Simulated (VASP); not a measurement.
# Ti (Pm-3m) in VASP: notebook

The runs below take Ti through density of states, with PBEsol.

All numbers are computed with VASP 6.6.1; they aren't measurements. Logs are shortened: lines on timing, memory, paths and dates and some standing lists are left out, and cuts for length are marked.

## Step 1: The cell of the first run

The structure is cubic, space group Pm-3m (No. 221). Conventional cell: a = 2.525 Å, b = 2.525 Å, c = 2.525 Å, α = 90.00°, β = 90.00°, γ = 90.00°. Ti (site symmetry m-3m) has 6 Ti at 2.52 Å within 3.3 Å.

## Step 2: Density of states, PBEsol (volume scaled by 0.92)

The input, POSCAR:

```
Ti
1.0
    2.5246601641      0.0000000000      0.0000000000
    0.0000000000      2.5246601641      0.0000000000
    0.0000000000      0.0000000000      2.5246601641
Ti
1
Direct
    0.0000000000      0.0000000000      0.0000000000
```

The input, INCAR.step1:

```
ALGO     = Normal         # electronic algorithm
EDIFF    = 1E-7           # SCF threshold, eV
ENCUT    = 520            # plane-wave cutoff, eV
GGA      = PS             # functional
ISIF     = 2              # what is computed and relaxed
ISMEAR   = -1             # smearing method
LASPH    = True           # aspherical terms in the spheres
LCHARG   = True           # write CHGCAR
LMAXMIX  = 4              # l up to which the mixer works
LREAL    = False          # projectors in reciprocal space
LWAVE    = False          # write WAVECAR
NBANDS   = 12             # bands
NELM     = 60             # most SCF steps
PREC     = Accurate       # precision mode
SIGMA    = 0.08           # smearing width, eV
```

The input, KPOINTS.step1:

```
k-points
0
Gamma
  14 14 14
```

The input, INCAR.step2:

```
ALGO     = Normal         # electronic algorithm
EDIFF    = 1E-7           # SCF threshold, eV
ENCUT    = 520            # plane-wave cutoff, eV
GGA      = PS             # functional
ICHARG   = 11             # starting density
ISIF     = 2              # what is computed and relaxed
ISMEAR   = -5             # smearing method
LASPH    = True           # aspherical terms in the spheres
LCHARG   = False          # write CHGCAR
LMAXMIX  = 4              # l up to which the mixer works
LORBIT   = 10             # projections on sites
LREAL    = False          # projectors in reciprocal space
LWAVE    = False          # write WAVECAR
NEDOS    = 1001           # points of the DOS
NELM     = 60             # most SCF steps
PREC     = Accurate       # precision mode
SIGMA    = 0.08           # smearing width, eV
```

The input, KPOINTS.step2:

```
k-points
0
Gamma
  21 21 21
```

Potentials or basis: VASP PAW PBE potentials, release 64 (Ti_sv).

Command:

```console
cat potpaw_PBE.64/Ti_sv/POTCAR > POTCAR
cp INCAR.step1 INCAR
cp KPOINTS.step1 KPOINTS
mpirun -np 1 vasp_std > vasp.out
cp INCAR.step2 INCAR
cp KPOINTS.step2 KPOINTS
mpirun -np 1 vasp_std > vasp.out
```

OUTCAR:

```text
EDIFF = 1E-7
   ENCUT = 520
   GGA = PS
   ICHARG = 11
   ISIF = 2
   ISMEAR = -5
   LASPH = True
   LORBIT = 10
   LREAL = False
   NELM = 60
   PREC = Accurate

 ion  position               nearest neighbor table
   1  0.000  0.000  0.000-

  LATTYP: Found a simple cubic cell.
 ALAT       =     2.5246601641

  Lattice vectors:

 A1 = (   2.5246601641,   0.0000000000,   0.0000000000)
 A2 = (   0.0000000000,   2.5246601641,   0.0000000000)
 A3 = (   0.0000000000,   0.0000000000,   2.5246601641)

Analysis of symmetry for initial positions (statically):
=====================================================================
 Subroutine PRICEL returns:
 Original cell was already a primitive cell.

 Routine SETGRP: Setting up the symmetry group for a
 simple cubic supercell.

 Subroutine GETGRP returns: Found 48 space group operations
 (whereof 48 operations were pure point group operations)
 out of a pool of 48 trial point group operations.

The static configuration has the point symmetry O_h .

Analysis of symmetry for dynamics (positions and initial velocities):
=====================================================================
 Subroutine PRICEL returns:
 Original cell was already a primitive cell.

 Routine SETGRP: Setting up the symmetry group for a
 simple cubic supercell.

 Subroutine GETGRP returns: Found 48 space group operations
 (whereof 48 operations were pure point group operations)
 out of a pool of 48 trial point group operations.

The dynamic configuration has the point symmetry O_h .

 Subroutine INISYM returns: Found 48 space group operations
 (whereof 48 operations are pure point group operations),
 and found     1 'primitive' translations

----------------------------------------------------------------------------------------

                                     Primitive cell

  volume of cell :      16.0920

  direct lattice vectors                    reciprocal lattice vectors
     2.524660164  0.000000000  0.000000000     0.396092914  0.000000000  0.000000000
     0.000000000  2.524660164  0.000000000     0.000000000  0.396092914  0.000000000
     0.000000000  0.000000000  2.524660164     0.000000000  0.000000000  0.396092914

  length of vectors
     2.524660164  2.524660164  2.524660164     0.396092914  0.396092914  0.396092914

  position of ions in fractional coordinates (direct lattice)
     0.000000000  0.000000000  0.000000000

  ion indices of the primitive-cell ions
   primitive index   ion index
                 1           1

----------------------------------------------------------------------------------------

 KPOINTS: k-points

Automatic generation of k-mesh.
 Grid dimensions read from file:
 generate k-points for:   21   21   21

 Generating k-lattice:

  Cartesian coordinates                     Fractional coordinates (reciprocal lattice)
     0.018861567  0.000000000  0.000000000     0.047619048  0.000000000  0.000000000
     0.000000000  0.018861567  0.000000000     0.000000000  0.047619048  0.000000000
     0.000000000  0.000000000  0.018861567     0.000000000  0.000000000  0.047619048

  Length of vectors
     0.018861567  0.018861567  0.018861567

  Shift w.r.t. Gamma in fractional coordinates (k-lattice)
     0.000000000  0.000000000  0.000000000

 TETIRR: Found   4601 inequivalent tetrahedra from    55566

 Subroutine IBZKPT returns following result:
 ===========================================

 Found    286 irreducible k-points:

 Following reciprocal coordinates:
            Coordinates               Weight
  0.000000  0.000000  0.000000      1.000000
  0.047619  0.000000  0.000000      6.000000
  0.095238  0.000000  0.000000      6.000000
  0.142857  0.000000  0.000000      6.000000
  0.190476  0.000000  0.000000      6.000000
  0.238095  0.000000  0.000000      6.000000
[... 16 lines left out ...]
  0.142857  0.095238  0.000000     24.000000
  0.190476  0.095238  0.000000     24.000000
 [... further k-points ...]
   k-points           NKPTS =    286   k-points in BZ     NKDIM =    286   number of bands    NBANDS=     10
   number of dos      NEDOS =   1001   number of ions     NIONS =      1
   total plane-waves  NPLWV =   8000
   dimension x,y,z NGX =    20 NGY =   20 NGZ =   20
   dimension x,y,z NGXF=    40 NGYF=   40 NGZF=   40
   ions per type =               1
   NGX,Y,Z   is equivalent  to a cutoff of  13.17, 13.17, 13.17 a.u.
   NGXF,Y,Z  is equivalent  to a cutoff of  26.34, 26.34, 26.34 a.u.
 SYSTEM =  unknown system
   PREC   = accura    normal or accurate (medium, high low for compatibility)
   ISTART =      0    job   : 0-new  1-cont  2-samecut
   ICHARG =     11    charge: 1-file 2-atom 10-const
   ISPIN  =      1    spin polarized calculation?
   LNONCOLLINEAR =      F non collinear calculations
   LSORBIT =      F    spin-orbit coupling
   LASPH  =      T    aspherical Exc in radial PAW
   ENCUT  =  520.0 eV  38.22 Ry    6.18 a.u.   4.69  4.69  4.69*2*pi/ulx,y,z
   NELM   =     60;   NELMIN=  2; NELMDL=  0     # of ELM steps
   EDIFF  = 0.1E-06   stopping-criterion for ELM
   LREAL  =      F    real-space projection
   EDIFFG = 0.1E-05   stopping-criterion for IOM
   NSW    =      0    number of steps for IOM
   IBRION =     -1    ionic relax: 0-MD 1-quasi-New 2-CG
   NFREE  =      0    steps in history (QN), initial steepest desc. (CG)
   ISIF   =      2    stress and relaxation
   ISYM   =      2    0-nonsym 1-usesym 2-fastsym
   POTIM  = 0.5000    time-step for ionic-motion
   TEBEG  =    0.0;   TEEND  =   0.0 temperature during run
   PSTRESS=    0.0 pullay stress
   NELECT =      12.0000    total number of electrons
   NUPDOWN=      -1.0000    fix difference up-down
   EMIN   =  10.00;   EMAX   =-10.00  energy-range for DOS
   EFERMI =   0.00;   METHOD = LEGACY
   ISMEAR =    -5;   SIGMA  =   0.08  broadening in eV -4-tet -1-fermi 0-gaus
   EFERMI_NEDOS =   21; number of points for ismear=-14 and -15
   IALGO  =     38    algorithm
   IMIX   =      4    mixing-type and parameters
     AMIX     =   0.40;   BMIX     =  1.00
     AMIX_MAG =   1.60;   BMIX_MAG =  1.00
  volume/ion in A,a.u.               =      16.09       108.59
  Fermi-wavevector in a.u.,A,eV,Ry     =   1.484564  2.805420 29.986300  2.203931
  Thomas-Fermi vector in A             =   2.598085
   LORBIT       =     10    0 simple, 1 ext, 2 COOP (PROOUT), +10 PAW based schemes
   GGA     = PS    functional components
   LHFCALC =     F    Hartree Fock is set to
   AEXX    =    0.0000 exact exchange contribution
   IVDW    =     0    specifies the selected vdW correction
   LEPSILON=     F    determine dielectric tensor
   LRPA    =     F    only Hartree local field effects (RPA)
 non-spin polarized calculation
 Fermi weights with tetrahedron method with Bloechl corrections
  energy-cutoff  :      520.00
  volume of cell :       16.09
 maximum number of plane-waves:       461
 NGX is ok and might be reduce to    20

 number of electron      12.0000003 magnetization

 Free energy of the ion-electron system (eV)
  ---------------------------------------------------
  ext. energy  EPLUGINS =         0.00000000
  ---------------------------------------------------
  free energy    TOTEN  =        -7.46906250 eV

  energy without entropy =       -7.46906250  energy(sigma->0) =       -7.46906250

 E-fermi :   8.8405     XC(G=0): -11.9032

 val. band max:        8.8432811607   @ k =   0.4286   0.0476   0.0000
 cond. band min:       8.8166801605   @ k =   0.3810   0.2857   0.2857
 fundamental gap:     -0.0266010001
 Fermi energy:         8.8404851055

 k-point     1 :       0.0000    0.0000    0.0000
  band No.  band energies     occupation
      1     -47.3930      2.00000
      2     -23.0442      2.00000
      3     -23.0442      2.00000
      4     -23.0442      2.00000
      5       2.8410      2.00000
      6       7.2437      2.00000
      7       7.2437      2.00000
      8      13.3552      0.00000
      9      13.3552      0.00000
     10      13.3552      0.00000

 k-point     2 :       0.0476    0.0000    0.0000
  band No.  band energies     occupation
      1     -47.3885      2.00000
      2     -23.0745      2.00000
      3     -23.0416      2.00000
      4     -23.0416      2.00000
      5       2.9079      2.00000
      6       7.2608      2.00000
      7       7.2977      2.00000
      8      13.2931      0.00000
      9      13.2931      0.00000
     10      13.3597      0.00000

 k-point     3 :       0.0952    0.0000    0.0000
  band No.  band energies     occupation
      1     -47.3755      2.00000
      2     -23.1622      2.00000
      3     -23.0341      2.00000
      4     -23.0341      2.00000
      5       3.1045      2.00000
      6       7.3109      2.00000
      7       7.4556      2.00000
      8      13.1169      0.00000
      9      13.1169      0.00000
     10      13.3728      0.00000

 k-point     4 :       0.1429    0.0000    0.0000
  band No.  band energies     occupation
      1     -47.3551      2.00000
      2     -23.2980      2.00000
      3     -23.0224      2.00000
      4     -23.0224      2.00000
      5       3.4188      2.00000
      6       7.3907      2.00000
      7       7.7049      2.00000
      8      12.8529      0.00000
      9      12.8529      0.00000
     10      13.3936      0.00000
[... 222 lines left out ...]
 k-point    22 :       0.0952    0.0952    0.0000
  band No.  band energies     occupation
      1     -47.3582      2.00000
      2     -23.1592      2.00000
      3     -23.1434      2.00000
      4     -23.0241      2.00000
      5       3.3631      2.00000
      6       7.4481      2.00000
      7       7.5994      2.00000
      8      12.8639      0.00000
      9      13.0880      0.00000
     10      13.1892      0.00000

 k-point    23 :       0.1429    0.0952    0.0000
  band No.  band energies     occupation
      1     -47.3378      2.00000
      2     -23.2871      2.00000
      3     -23.1379      2.00000
      4     -23.0124      2.00000
      5       3.6707      2.00000
      6       7.5467      2.00000
      7       7.8318      2.00000
      8      12.5878      0.00000
      9      12.8632      0.00000
     10      13.1792      0.00000

 k-point    24 :       0.1905    0.0952    0.0000
  band No.  band energies     occupation
      1     -47.3117      2.00000
      2     -23.4561      2.00000
      3     -23.1220      2.00000
      4     -22.9974      2.00000
      5       4.0752      2.00000
      6       7.6559      2.00000
      7       8.1434      2.00000
      8      12.2655      0.00000
      9      12.5559      0.00000
     10      13.2055      0.00000

 [... further k-points ...]

------------------------ aborting loop because EDIFF is reached ----------------------------------------

  FORCE on cell =-STRESS in cart. coord.  units (eV):
  Direction    XX          YY          ZZ          XY          YZ          ZX
  --------------------------------------------------------------------------------------
  -------------------------------------------------------------------------------------
  Total        0.7310952      0.7310952      0.7310952     -0.0000000      0.0000000     -0.0000000
  in kB       72.7906713     72.7906713     72.7906713     -0.0000000      0.0000000     -0.0000000
  external PRESSURE =      72.7906713 kB  Pullay stress =       0.0000000 kB

 VOLUME and BASIS-vectors are now :
 -----------------------------------------------------------------------------
  energy-cutoff  :      520.00
  volume of cell :       16.09
      direct lattice vectors                 reciprocal lattice vectors
     2.524660164  0.000000000  0.000000000     0.396092914  0.000000000  0.000000000
     0.000000000  2.524660164  0.000000000     0.000000000  0.396092914  0.000000000
     0.000000000  0.000000000  2.524660164     0.000000000  0.000000000  0.396092914

 POSITION                                       TOTAL-FORCE (eV/Angst)
 -----------------------------------------------------------------------------------
      0.00000      0.00000      0.00000         0.000000      0.000000      0.000000
 -----------------------------------------------------------------------------------
    total drift:                               -0.000000      0.000000     -0.000000

  FREE ENERGIE OF THE ION-ELECTRON SYSTEM (eV)
  ---------------------------------------------------
  free  energy   TOTEN  =        -7.4690625027 eV

  energy  without entropy=       -7.4690625027  energy(sigma->0) =       -7.46906250

 total charge

# of ion       s       p       d       tot
------------------------------------------
    1        2.269   6.083   2.185  10.537
```

Wall time 90 s (1 thread of AMD EPYC 7R13, shared host); peak memory 0.13 GiB.

What came out:

| Quantity | Value |
| --- | --- |
| Valence electrons inside the program's atomic spheres | Ti 10.54 |

Levels at points of the mesh, in eV from the Fermi level:
```tsv
k point	band 2	band 3	band 4	band 5	band 6	band 7	band 8	band 9	band 10
(0.00, 0.00, 0.00)	-31.88	-31.88	-31.88	-6.00	-1.60	-1.60	4.51	4.51	4.51
```

Caveat: the PAW data sets were made with another functional, which shifts forces and pressure a little; tetrahedron occupations give inexact forces and stress in metals.

## Step 3: Density of states, PBEsol (volume scaled by 0.92)

POSCAR is that of step 2.

The input, INCAR.step1:

```
SYSTEM = Ti
PREC = Accurate
ENCUT = 520
EDIFF = 1E-6
ISMEAR = -1
SIGMA = 0.08
LREAL = .False.
LASPH = .True.
NELM = 80
ALGO = Normal
ISIF = 2
LWAVE = .False.
LCHARG = .True.
LMAXMIX = 4
GGA = PS
NBANDS = 12
```

The input, KPOINTS.step1:

```
Automatic mesh
0
Gamma
  14 14 14
  0 0 0
```

The input, INCAR.step2:

```
SYSTEM = Ti
PREC = Accurate
ENCUT = 520
EDIFF = 1E-6
ISMEAR = -5
SIGMA = 0.08
LREAL = .False.
LASPH = .True.
NELM = 80
ALGO = Normal
ISIF = 2
LWAVE = .False.
LCHARG = .False.
LMAXMIX = 4
GGA = PS
LORBIT = 11
NEDOS = 1001
ICHARG = 11
```

The input, KPOINTS.step2:

```
Automatic mesh
0
Gamma
  21 21 21
  0 0 0
```

Potentials or basis: VASP PAW PBE potentials, release 64 (Ti_sv).

Command:

```console
cat potpaw_PBE.64/Ti_sv/POTCAR > POTCAR
cp INCAR.step1 INCAR
cp KPOINTS.step1 KPOINTS
mpirun -np 1 vasp_std > vasp.out
cp INCAR.step2 INCAR
cp KPOINTS.step2 KPOINTS
mpirun -np 1 vasp_std > vasp.out
```

Run time: 89 s. Hardware: 1 thread of AMD EPYC 7R13, shared host; peak memory 0.13 GiB.

It converged, with:

- Valence electrons inside the program's atomic spheres: Ti 10.54

Levels at points of the mesh, in eV from the Fermi level:
```tsv
k point	band 2	band 3	band 4	band 5	band 6	band 7	band 8	band 9	band 10
(0.00, 0.00, 0.00)	-31.88	-31.88	-31.88	-6.00	-1.60	-1.60	4.51	4.51	4.51
```

Caveat: the PAW data sets were made with another functional, which shifts forces and pressure a little; tetrahedron occupations give inexact forces and stress in metals.

(Continued in part 2 of 2.)
